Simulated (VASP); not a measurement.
# CuO (Cc) in VASP: a series of runs

The runs below take CuO through single point, with PBE.

Everything below comes from runs of VASP 6.6.1. Logs are shortened: lines on timing, memory, paths and dates and some standing lists are left out, and cuts for length are marked.

### 1 The cell of the first run

It takes space group Cc (No. 9, monoclinic). Conventional cell: a = 4.689 Å, b = 3.427 Å, c = 5.132 Å, α = 90.00°, β = 99.65°, γ = 90.00°. Cu (site symmetry 1) has 4 O at 1.91 to 2.02 Å within 2.5 Å. Within 2.5 Å of O (site symmetry 1) lie 4 Cu at 1.91 to 2.02 Å.

### 2 Single point, PBE, collinear spin, zero start

Contents of INCAR:

```
ALGO = Normal
EDIFF = 1E-6
ENCUT = 520
GGA = PE
ISIF = 2
ISMEAR = -1
ISPIN = 2
LASPH = T
LCHARG = F
LMAXMIX = 4
LORBIT = 11
LREAL = F
LWAVE = F
MAGMOM = 0 0 0 0
NBANDS = 29
NELM = 150
NUPDOWN = 0.0
PREC = Accurate
SIGMA = 0.03
```

Contents of KPOINTS:

```
k-points
0
Gamma
  7 7 4
```

Contents of POSCAR:

```
CuO
1.0
    2.3446500000     -1.7134000000      0.0000000000
    2.3446500000      1.7134000000      0.0000000000
   -0.8605500000      0.0000000000      5.0594400000
Cu O
2 2
Direct
    0.0032000000      0.4968000000      0.0000000000
    0.4968000000      0.0032000000      0.5000000000
    0.5714000000      0.4056000000      0.2537000000
    0.4056000000      0.5714000000      0.7537000000
```

Potentials or basis: VASP PAW PBE potentials, release 64 (Cu, O).

Launch:

```
$ cat potpaw_PBE.64/Cu/POTCAR potpaw_PBE.64/O/POTCAR > POTCAR
$ mpirun -np 1 vasp_std > vasp.out
```

OUTCAR:

```text
EDIFF = 1E-6
   ENCUT = 520
   GGA = PE
   ISIF = 2
   ISMEAR = -1
   ISPIN = 2
   LASPH = T
   LORBIT = 11
   LREAL = F
   NELM = 150
   NUPDOWN = 0.0
   PREC = Accurate

 ion  position               nearest neighbor table
   1  0.003  0.497  0.000-   4 1.91   3 1.93   4 1.98   3 2.02
   2  0.497  0.003  0.500-   3 1.91   4 1.93   3 1.98   4 2.02
   3  0.571  0.406  0.254-   2 1.91   1 1.93   2 1.98   1 2.02
   4  0.406  0.571  0.754-   1 1.91   2 1.93   1 1.98   2 2.02

  LATTYP: Found a base centered monoclinic cell.
 ALAT       =     4.6893000000
 B/A-ratio  =     0.7307700510
 C/A-ratio  =     1.0944283424
 COS(beta)  =    -0.1676798048

  Lattice vectors:

 A1 = (   2.3446500000,  -1.7134000000,   0.0000000000)
 A2 = (   2.3446500000,   1.7134000000,   0.0000000000)
 A3 = (  -0.8605500000,   0.0000000000,   5.0594400000)

Analysis of symmetry for initial positions (statically):
=====================================================================
 Subroutine PRICEL returns:
 Original cell was already a primitive cell.

 Routine SETGRP: Setting up the symmetry group for a
 base centered monoclinic supercell.

 Subroutine GETGRP returns: Found  2 space group operations
 (whereof  1 operations were pure point group operations)
 out of a pool of  4 trial point group operations.

The static configuration has the point symmetry C_1 .
 The point group associated with its full space group is C_1h.

Analysis of symmetry for dynamics (positions and initial velocities):
=====================================================================
 Subroutine PRICEL returns:
 Original cell was already a primitive cell.

 Routine SETGRP: Setting up the symmetry group for a
 base centered monoclinic supercell.

 Subroutine GETGRP returns: Found  2 space group operations
 (whereof  1 operations were pure point group operations)
 out of a pool of  4 trial point group operations.

The dynamic configuration has the point symmetry C_1 .
 The point group associated with its full space group is C_1h.

Analysis of structural, dynamic, and magnetic symmetry:
=====================================================================
 Subroutine PRICEL returns:
 Original cell was already a primitive cell.

 Routine SETGRP: Setting up the symmetry group for a
 base centered monoclinic supercell.

 Subroutine GETGRP returns: Found  2 space group operations
 (whereof  1 operations were pure point group operations)
 out of a pool of  4 trial point group operations.

The overall configuration has the point symmetry C_1 .
 The point group associated with its full space group is C_1h.

 Subroutine INISYM returns: Found  2 space group operations
 (whereof  1 operations are pure point group operations),
 and found     1 'primitive' translations

----------------------------------------------------------------------------------------

                                     Primitive cell

  volume of cell :      40.6508

  direct lattice vectors                    reciprocal lattice vectors
     2.344650000 -1.713400000  0.000000000     0.213251445 -0.291817439  0.036271510
     2.344650000  1.713400000  0.000000000     0.213251445  0.291817439  0.036271510
    -0.860550000  0.000000000  5.059440000     0.000000000  0.000000000  0.197650333

  length of vectors
     2.903984019  2.903984019  5.132102826     0.363248151  0.363248151  0.197650333

  position of ions in fractional coordinates (direct lattice)
     0.003200000  0.496800000  0.000000000
     0.496800000  0.003200000  0.500000000
     0.571400000  0.405600000  0.253700000
     0.405600000  0.571400000  0.753700000

  ion indices of the primitive-cell ions
   primitive index   ion index
                 1           1
                 2           2
                 3           3
                 4           4

----------------------------------------------------------------------------------------

 KPOINTS: k-points

Automatic generation of k-mesh.
 Grid dimensions read from file:
 generate k-points for:    7    7    4

 Generating k-lattice:

  Cartesian coordinates                     Fractional coordinates (reciprocal lattice)
     0.030464492 -0.041688206  0.005181644     0.142857143 -0.000000000  0.000000000
     0.030464492  0.041688206  0.005181644    -0.000000000  0.142857143  0.000000000
     0.000000000  0.000000000  0.049412583     0.000000000  0.000000000  0.250000000

  Length of vectors
     0.051892593  0.051892593  0.049412583

  Shift w.r.t. Gamma in fractional coordinates (k-lattice)
     0.000000000  0.000000000  0.000000000

 Subroutine IBZKPT returns following result:
 ===========================================

 Found     60 irreducible k-points:

 Following reciprocal coordinates:
            Coordinates               Weight
  0.000000  0.000000  0.000000      1.000000
  0.142857  0.000000 -0.000000      4.000000
  0.285714  0.000000 -0.000000      4.000000
  0.428571  0.000000  0.000000      4.000000
  0.142857  0.142857 -0.000000      2.000000
  0.285714  0.142857  0.000000      4.000000
[... 16 lines left out ...]
 -0.142857  0.000000  0.250000      4.000000
  0.142857  0.142857  0.250000      2.000000
 [... further k-points ...]
   k-points           NKPTS =     60   k-points in BZ     NKDIM =     60   number of bands    NBANDS=     29
   number of dos      NEDOS =    301   number of ions     NIONS =      4
   total plane-waves  NPLWV =  23040
   dimension x,y,z NGX =    24 NGY =   24 NGZ =   40
   dimension x,y,z NGXF=    48 NGYF=   48 NGZF=   80
   ions per type =               2   2
   NGX,Y,Z   is equivalent  to a cutoff of  13.74, 13.74, 12.96 a.u.
   NGXF,Y,Z  is equivalent  to a cutoff of  27.48, 27.48, 25.91 a.u.
 SYSTEM =  unknown system
   PREC   = accura    normal or accurate (medium, high low for compatibility)
   ISTART =      0    job   : 0-new  1-cont  2-samecut
   ICHARG =      2    charge: 1-file 2-atom 10-const
   ISPIN  =      2    spin polarized calculation?
   LNONCOLLINEAR =      F non collinear calculations
   LSORBIT =      F    spin-orbit coupling
   LASPH  =      T    aspherical Exc in radial PAW
   ENCUT  =  520.0 eV  38.22 Ry    6.18 a.u.   5.40  5.40  9.54*2*pi/ulx,y,z
   NELM   =    150;   NELMIN=  2; NELMDL= -5     # of ELM steps
   EDIFF  = 0.1E-05   stopping-criterion for ELM
   LREAL  =      F    real-space projection
   EDIFFG = 0.1E-04   stopping-criterion for IOM
   NSW    =      0    number of steps for IOM
   IBRION =     -1    ionic relax: 0-MD 1-quasi-New 2-CG
   NFREE  =      0    steps in history (QN), initial steepest desc. (CG)
   ISIF   =      2    stress and relaxation
   ISYM   =      2    0-nonsym 1-usesym 2-fastsym
   POTIM  = 0.5000    time-step for ionic-motion
   TEBEG  =    0.0;   TEEND  =   0.0 temperature during run
   PSTRESS=    0.0 pullay stress
   NELECT =      34.0000    total number of electrons
   NUPDOWN=       0.0000    fix difference up-down
   EMIN   =  10.00;   EMAX   =-10.00  energy-range for DOS
   EFERMI =   0.00;   METHOD = LEGACY
   ISMEAR =    -1;   SIGMA  =   0.03  broadening in eV -4-tet -1-fermi 0-gaus
   EFERMI_NEDOS =   21; number of points for ismear=-14 and -15
   IALGO  =     38    algorithm
   IMIX   =      4    mixing-type and parameters
     AMIX     =   0.40;   BMIX     =  1.00
     AMIX_MAG =   1.60;   BMIX_MAG =  1.00
  volume/ion in A,a.u.               =      10.16        68.58
  Fermi-wavevector in a.u.,A,eV,Ry     =   1.542451  2.914810 32.370373  2.379155
  Thomas-Fermi vector in A             =   2.648254
   LORBIT       =     11    0 simple, 1 ext, 2 COOP (PROOUT), +10 PAW based schemes
   GGA     = PE    functional components
   LHFCALC =     F    Hartree Fock is set to
   AEXX    =    0.0000 exact exchange contribution
   IVDW    =     0    specifies the selected vdW correction
   LEPSILON=     F    determine dielectric tensor
   LRPA    =     F    only Hartree local field effects (RPA)
 spin polarized calculation
  energy-cutoff  :      520.00
  volume of cell :       40.65
 maximum number of plane-waves:      1129
 NGX is ok and might be reduce to    24
   NGX = 11   NGY = 11   NGZ = 19

 number of electron      33.9999999 magnetization      -0.0000000

 number of electron      33.9999999 magnetization       0.0000000

 Free energy of the ion-electron system (eV)
  ---------------------------------------------------
  ext. energy  EPLUGINS =         0.00000000
  ---------------------------------------------------
  free energy    TOTEN  =       -19.48375301 eV

  energy without entropy =      -19.47641883  energy(sigma->0) =      -19.48008592

 E-fermi :   5.6792     XC(G=0): -11.8989

 val. band max:        5.6576117461   @ k =   0.4286   0.2857   0.5000
 cond. band min:       5.7039625697   @ k =  -0.1429   0.0000   0.2500
 fundamental gap:      0.0463508236
 Fermi energy:         5.6791691394

 spin component 1

 k-point     1 :       0.0000    0.0000    0.0000
  band No.  band energies     occupation
      1     -14.2255      1.00000
      2     -12.9119      1.00000
      3      -2.4354      1.00000
      4       0.1508      1.00000
      5       0.5076      1.00000
      6       2.3015      1.00000
[... 757 lines left out ...]
     28      24.0220      0.00000
     29      25.8695      0.00000

 [... further k-points ...]

 spin component 2

 k-point     1 :       0.0000    0.0000    0.0000
  band No.  band energies     occupation
      1     -14.2255      1.00000
      2     -12.9119      1.00000
      3      -2.4354      1.00000
      4       0.1508      1.00000
      5       0.5076      1.00000
      6       2.3015      1.00000
[... 757 lines left out ...]
     28      24.0220      0.00000
     29      25.8695      0.00000

 [... further k-points ...]
[... 5 lines left out ...]
  --------------------------------------------------------------------------------------
  -------------------------------------------------------------------------------------
  Total        1.5931295      1.7579138      1.4758849      0.0000000      0.0000000     -0.4557335
  in kB       62.7902828     69.2849528     58.1693022      0.0000000      0.0000000    -17.9618999
  external PRESSURE =      63.4148459 kB  Pullay stress =       0.0000000 kB

 VOLUME and BASIS-vectors are now :
 -----------------------------------------------------------------------------
  energy-cutoff  :      520.00
  volume of cell :       40.65
      direct lattice vectors                 reciprocal lattice vectors
     2.344650000 -1.713400000  0.000000000     0.213251445 -0.291817439  0.036271510
     2.344650000  1.713400000  0.000000000     0.213251445  0.291817439  0.036271510
    -0.860550000  0.000000000  5.059440000     0.000000000  0.000000000  0.197650333

 POSITION                                       TOTAL-FORCE (eV/Angst)
 -----------------------------------------------------------------------------------
      1.17233      0.84573      0.00000        -0.644079      0.366055      0.253425
      0.74205     -0.84573      2.52972        -0.644079     -0.366055      0.253425
      2.07240     -0.28408      1.28358         0.644079      0.289981     -0.253425
      1.64213      0.28408      3.81330         0.644079     -0.289981     -0.253425
 -----------------------------------------------------------------------------------
    total drift:                               -0.000111      0.000000     -0.000587

  FREE ENERGIE OF THE ION-ELECTRON SYSTEM (eV)
  ---------------------------------------------------
  free  energy   TOTEN  =       -19.4837530089 eV

  energy  without entropy=      -19.4764188267  energy(sigma->0) =      -19.48008592

 total charge

# of ion       s       p       d       tot
------------------------------------------
    1        0.380   0.387   9.143   9.909
    2        0.380   0.387   9.143   9.909
    3        1.577   3.384   0.000   4.961
    4        1.577   3.384   0.000   4.961
--------------------------------------------------
tot          3.913   7.541  18.285  29.739

 magnetization (x)

# of ion       s       p       d       tot
------------------------------------------
    1       -0.000  -0.000  -0.000  -0.000
    2       -0.000  -0.000  -0.000  -0.000
    3        0.000  -0.000   0.000  -0.000
    4        0.000  -0.000   0.000  -0.000
--------------------------------------------------
tot         -0.000  -0.000  -0.000  -0.000
```

Wall time 88 s (1 thread of Intel Xeon 6975P-C, shared host); peak memory 0.24 GiB.

Results:

| Item | Value |
| --- | --- |
| Free energy | -19.4838 eV |
| Pressure | 6.3 GPa |
| Largest force | 0.783 eV/Å |
| Net moment | 0.00 μB per cell |
| Valence electrons inside the program's atomic spheres | Cu 9.91; O 4.96 |

Forces on the atoms (eV/Å):
```
Cu  -0.644  0.366  0.253
Cu  -0.644 -0.366  0.253
O    0.644  0.290 -0.253
O    0.644 -0.290 -0.253
```

Stress tensor (GPa, compression positive):
```
 6.28  0.00 -1.80
 0.00  6.93  0.00
-1.80  0.00  5.82
```

Caveat: the total moment is fixed, so each spin has its own Fermi level.

### 3 Single point, PBE, collinear spin, ferromagnetic start

Contents of INCAR:

```
SYSTEM = CuO
PREC = Accurate
ENCUT = 520
EDIFF = 1E-6
ISMEAR = -1
SIGMA = 0.03
LREAL = .False.
LASPH = .True.
NELM = 150
ALGO = Normal
ISIF = 2
LWAVE = .False.
LCHARG = .True.
ISPIN = 2
MAGMOM = 1 1 0 0
LORBIT = 11
LMAXMIX = 4
GGA = PE
LELF = .True.
LVHAR = .True.
NBANDS = 29
```

Contents of KPOINTS:

```
Automatic mesh
0
Gamma
  7 7 4
  0 0 0
```

POSCAR is that of step 2.

Potentials or basis: VASP PAW PBE potentials, release 64 (Cu, O).

Launch:

```
$ cat potpaw_PBE.64/Cu/POTCAR potpaw_PBE.64/O/POTCAR > POTCAR
$ mpirun -np 1 vasp_std > vasp.out
```

It took 89 s on 1 thread of Intel Xeon 6975P-C, shared host; peak memory 0.24 GiB.

It converged, with:

- Free energy: -19.4838 eV
- Pressure: 6.5 GPa
- Largest force: 0.783 eV/Å
- Band gap on the k mesh: zero (filled and empty bands overlap)
- Net moment: 0.00 μB per cell
- Valence electrons inside the program's atomic spheres: Cu 9.91; O 4.96

Forces on the atoms (eV/Å):
```
Cu  -0.644  0.366  0.253
Cu  -0.644 -0.366  0.253
O    0.644  0.290 -0.253
O    0.644 -0.290 -0.253
```

Stress tensor (GPa, compression positive):
```
 6.39  0.00 -1.79
 0.00  7.04  0.00
-1.79  0.00  5.93
```

Levels at points of the mesh, in eV from the Fermi level:
Spin up:
| k point | band 15 | band 16 | band 17 | band 18 | band 19 | band 20 |
| --- | --- | --- | --- | --- | --- | --- |
| (0.00, 0.00, 0.00) | -2.13 | -1.65 | 0.22 | 0.92 | 1.71 | 6.05 |
| (0.00, 0.00, 0.50) | -1.47 | -1.47 | 0.25 | 0.25 | 3.93 | 3.93 |
Spin down:
```csv
k point,band 13,band 14,band 15,band 16,band 17,band 18,band 19,band 20,band 21,band 22
"(0.00, 0.00, 0.00)",-2.32,-2.22,-2.13,-1.65,0.22,0.92,1.71,6.05,8.15,13.36
"(0.00, 0.00, 0.50)",-2.23,-2.23,-1.47,-1.47,0.25,0.25,3.93,3.93,11.69,11.69
```

Caveat: semilocal functionals often make such compounds metallic where correlation or magnetic order opens a gap, which also shifts bond lengths.
